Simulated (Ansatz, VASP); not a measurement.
# One calculation of ZnSn4N, two programs

```
CELL_PARAMETERS angstrom
0.00000 4.21883 4.21883
4.21883 0.00000 4.21883
4.21883 4.21883 0.00000
ATOMIC_POSITIONS crystal
Zn 0.50000 0.50000 0.50000
Sn 0.62482 0.12506 0.12506
Sn 0.12506 0.62482 0.12506
Sn 0.12506 0.12506 0.62482
Sn 0.12506 0.12506 0.12506
N 0.75000 0.75000 0.75000
```

Change from the starting cell: species swapped into the ZrNbFe4 type (F-43m, No. 216).

Alike in both runs: task single point; functional PBE; k mesh 4 × 4 × 4; occupations gaussian, width 0.1 eV; no spin polarisation.

|  | VASP | Ansatz |
| --- | --- | --- |
| version | VASP 6.6.1 | Ansatz 0.2.0 |
| potentials or method | VASP PAW PBE potentials, release 64 (Zn, Sn_d, N), cutoff 520 eV | scalar-relativistic, plane waves, PAW |
| valence electrons in the cell | 73 | 73 |

|  | VASP | Ansatz | Ansatz less VASP |
| --- | --- | --- | --- |
| gap on the k mesh at the Fermi level (eV) | none | none | - |
| pressure (GPa) | 1.6 | 1.6 | +0.06 |
| rms of the force components (eV/Å) | 0.040 | 0.040 | -0.0005 |

Atom by atom the forces differ by 0.001 eV/Å (rms over components). A gap of «none» marks a metal or a gap that the smearing closes.
